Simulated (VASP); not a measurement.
# Cs (Im-3m) in VASP: single point with PBEsol

Aim: the single point of Cs with PBEsol.

Program: VASP 6.6.1. These are calculated values, not measurements. Logs are shortened: lines on timing, memory, paths and dates and some standing lists are left out, and cuts for length are marked.

## (1) The cell of the first run

Symmetry: Im-3m, No. 229, cubic system. Conventional cell: a = 6.011 Å, b = 6.011 Å, c = 6.011 Å, α = 90.00°, β = 90.00°, γ = 90.00°.

## (2) Single point, PBEsol

INCAR

```
SYSTEM = Cs
  ALGO = Normal
  EDIFF = 1E-6
  ENCUT = 520
  GGA = PS
  ISIF = 2
  ISMEAR = -1
  LASPH = .True.
  LCHARG = .False.
  LREAL = .False.
  LWAVE = .False.
  NBANDS = 10
  NELM = 80
  PREC = Accurate
  SIGMA = 0.13605693000000002
```

KPOINTS

```
k-points
0
Gamma
  8 8 8
  0 0 0
```

POSCAR

```
Cs
1.0
   -3.0055914240      3.0055914240      3.0055914240
    3.0055914240     -3.0055914240      3.0055914240
    3.0055914240      3.0055914240     -3.0055914240
Cs
1
Direct
    0.0000000000      0.0000000000      0.0000000000
```

Potentials or basis: VASP PAW PBE potentials, release 64 (Cs_sv).

Started as:

```bash
cat potpaw_PBE.64/Cs_sv/POTCAR > POTCAR
mpirun -np 1 vasp_std > vasp.out
```

OUTCAR:

```text
SYSTEM = Cs
   EDIFF = 1E-6
   ENCUT = 520
   GGA = PS
   ISIF = 2
   ISMEAR = -1
   LASPH = .True.
   LREAL = .False.
   NELM = 80
   PREC = Accurate

 ion  position               nearest neighbor table
   1  0.000  0.000  0.000-

  LATTYP: Found a body centered cubic cell.
 ALAT       =     6.0111828480

  Lattice vectors:

 A1 = (  -3.0055914240,   3.0055914240,   3.0055914240)
 A2 = (   3.0055914240,  -3.0055914240,   3.0055914240)
 A3 = (   3.0055914240,   3.0055914240,  -3.0055914240)

Analysis of symmetry for initial positions (statically):
=====================================================================
 Subroutine PRICEL returns:
 Original cell was already a primitive cell.

 Routine SETGRP: Setting up the symmetry group for a
 body centered cubic supercell.

 Subroutine GETGRP returns: Found 48 space group operations
 (whereof 48 operations were pure point group operations)
 out of a pool of 48 trial point group operations.

The static configuration has the point symmetry O_h .

Analysis of symmetry for dynamics (positions and initial velocities):
=====================================================================
 Subroutine PRICEL returns:
 Original cell was already a primitive cell.

 Routine SETGRP: Setting up the symmetry group for a
 body centered cubic supercell.

 Subroutine GETGRP returns: Found 48 space group operations
 (whereof 48 operations were pure point group operations)
 out of a pool of 48 trial point group operations.

The dynamic configuration has the point symmetry O_h .

 Subroutine INISYM returns: Found 48 space group operations
 (whereof 48 operations are pure point group operations),
 and found     1 'primitive' translations

----------------------------------------------------------------------------------------

                                     Primitive cell

  volume of cell :     108.6050

  direct lattice vectors                    reciprocal lattice vectors
    -3.005591424  3.005591424  3.005591424     0.000000000  0.166356610  0.166356610
     3.005591424 -3.005591424  3.005591424     0.166356610  0.000000000  0.166356610
     3.005591424  3.005591424 -3.005591424     0.166356610  0.166356610  0.000000000

  length of vectors
     5.205837053  5.205837053  5.205837053     0.235263774  0.235263774  0.235263774

  position of ions in fractional coordinates (direct lattice)
     0.000000000  0.000000000  0.000000000
[... 78 lines left out ...]
   EDIFFG = 0.1E-04   stopping-criterion for IOM
   NSW    =      0    number of steps for IOM
   IBRION =     -1    ionic relax: 0-MD 1-quasi-New 2-CG
   NFREE  =      0    steps in history (QN), initial steepest desc. (CG)
   ISIF   =      2    stress and relaxation
   ISYM   =      2    0-nonsym 1-usesym 2-fastsym
   POTIM  = 0.5000    time-step for ionic-motion
   TEBEG  =    0.0;   TEEND  =   0.0 temperature during run
   PSTRESS=    0.0 pullay stress
   NELECT =       9.0000    total number of electrons
   NUPDOWN=      -1.0000    fix difference up-down
   EMIN   =  10.00;   EMAX   =-10.00  energy-range for DOS
   EFERMI =   0.00;   METHOD = LEGACY
   ISMEAR =    -1;   SIGMA  =   0.14  broadening in eV -4-tet -1-fermi 0-gaus
   EFERMI_NEDOS =   21; number of points for ismear=-14 and -15
   IALGO  =     38    algorithm
   IMIX   =      4    mixing-type and parameters
     AMIX     =   0.40;   BMIX     =  1.00
     AMIX_MAG =   1.60;   BMIX_MAG =  1.00
  volume/ion in A,a.u.               =     108.60       732.90
  Fermi-wavevector in a.u.,A,eV,Ry     =   0.713738  1.348770  6.931114  0.509422
  Thomas-Fermi vector in A             =   1.801455
   LORBIT       =      0    0 simple, 1 ext, 2 COOP (PROOUT), +10 PAW based schemes
   GGA     = PS    functional components
   LHFCALC =     F    Hartree Fock is set to
   AEXX    =    0.0000 exact exchange contribution
   IVDW    =     0    specifies the selected vdW correction
   LEPSILON=     F    determine dielectric tensor
   LRPA    =     F    only Hartree local field effects (RPA)
 non-spin polarized calculation
  energy-cutoff  :      520.00
  volume of cell :      108.60
 maximum number of plane-waves:      2952
   NGX = 19   NGY = 19   NGZ = 19

 number of electron       8.9999998 magnetization

 Free energy of the ion-electron system (eV)
  ---------------------------------------------------
  ext. energy  EPLUGINS =         0.00000000
  ---------------------------------------------------
  free energy    TOTEN  =        -0.97939756 eV

  energy without entropy =       -0.90515418  energy(sigma->0) =       -0.94227587

 E-fermi :   0.4994     XC(G=0):  -5.6266

 val. band max:        0.4369441294   @ k =   0.2500   0.1250   0.1250
 cond. band min:       0.5252149963   @ k =   0.5000   0.0000   0.0000
 fundamental gap:      0.0882708669
 Fermi energy:         0.4994358562

 k-point     1 :       0.0000    0.0000    0.0000
  band No.  band energies     occupation
      1     -23.2951      2.00000
      2     -10.0051      2.00000
      3     -10.0051      2.00000
      4     -10.0051      2.00000
      5      -1.2259      1.99999
      6       3.0504      0.00000
      7       3.0504      0.00000
      8       3.0504      0.00000
      9       3.9658      0.00000
     10       3.9658      0.00000
[... 287 lines left out ...]
 k-point    24 :      -0.3750    0.3750    0.2500
  band No.  band energies     occupation
      1     -23.2840      2.00000
      2     -10.1304      2.00000
      3     -10.0839      2.00000
      4     -10.0676      2.00000
      5       0.6484      0.50151
      6       1.6029      0.00060
      7       2.7855      0.00000
      8       2.8141      0.00000
      9       3.7229      0.00000
     10       4.4766      0.00000

 [... further k-points ...]

------------------------ aborting loop because EDIFF is reached ----------------------------------------

  FORCE on cell =-STRESS in cart. coord.  units (eV):
  Direction    XX          YY          ZZ          XY          YZ          ZX
  --------------------------------------------------------------------------------------
  -------------------------------------------------------------------------------------
  Total       -0.0060925     -0.0060925     -0.0060925     -0.0000000     -0.0000000      0.0000000
  in kB       -0.0898781     -0.0898781     -0.0898781     -0.0000000     -0.0000000      0.0000000
  external PRESSURE =      -0.0898781 kB  Pullay stress =       0.0000000 kB

 VOLUME and BASIS-vectors are now :
 -----------------------------------------------------------------------------
  energy-cutoff  :      520.00
  volume of cell :      108.60
      direct lattice vectors                 reciprocal lattice vectors
    -3.005591424  3.005591424  3.005591424     0.000000000  0.166356610  0.166356610
     3.005591424 -3.005591424  3.005591424     0.166356610  0.000000000  0.166356610
     3.005591424  3.005591424 -3.005591424     0.166356610  0.166356610  0.000000000

 POSITION                                       TOTAL-FORCE (eV/Angst)
 -----------------------------------------------------------------------------------
      0.00000      0.00000      0.00000        -0.000000      0.000000     -0.000000
 -----------------------------------------------------------------------------------
    total drift:                                0.000000     -0.000000     -0.000000

  FREE ENERGIE OF THE ION-ELECTRON SYSTEM (eV)
  ---------------------------------------------------
  free  energy   TOTEN  =        -0.9793975588 eV

  energy  without entropy=       -0.9051541824  energy(sigma->0) =       -0.94227587
```

stdout:

```text
POSCAR found type information on POSCAR Cs
 POSCAR found :  1 types and       1 ions
 scaLAPACK will be used
 -----------------------------------------------------------------------------
|                                                                             |
|                                                                             |
|     You enforced a specific xc type in the INCAR file but a different       |
|     I HOPE YOU KNOW WHAT YOU ARE DOING!                                     |
|                                                                             |
 -----------------------------------------------------------------------------

 LDA part: xc-table for (Slater+PW92), standard interpolation
 POSCAR, INCAR and KPOINTS ok, starting setup
 FFT: planning ... GRIDC
 FFT: planning ... GRID_SOFT
 FFT: planning ... GRID
 WAVECAR not read
 entering main loop
```

Run time: 18 s. Hardware: 1 thread of Intel Xeon Platinum 8488C (Sapphire Rapids), shared host; peak memory 0.24 GiB.

What came out:

| Quantity | Value |
| --- | --- |
| Free energy | -0.9794 eV |
| Pressure | 0.0 GPa |
| Band gap on the k mesh | zero (an odd number of electrons rules out a gap without spin polarisation) |

Caveat: the PAW data sets were made with another functional, which shifts forces and pressure a little; spin-orbit coupling is left out, which moves the levels of the heavy elements.
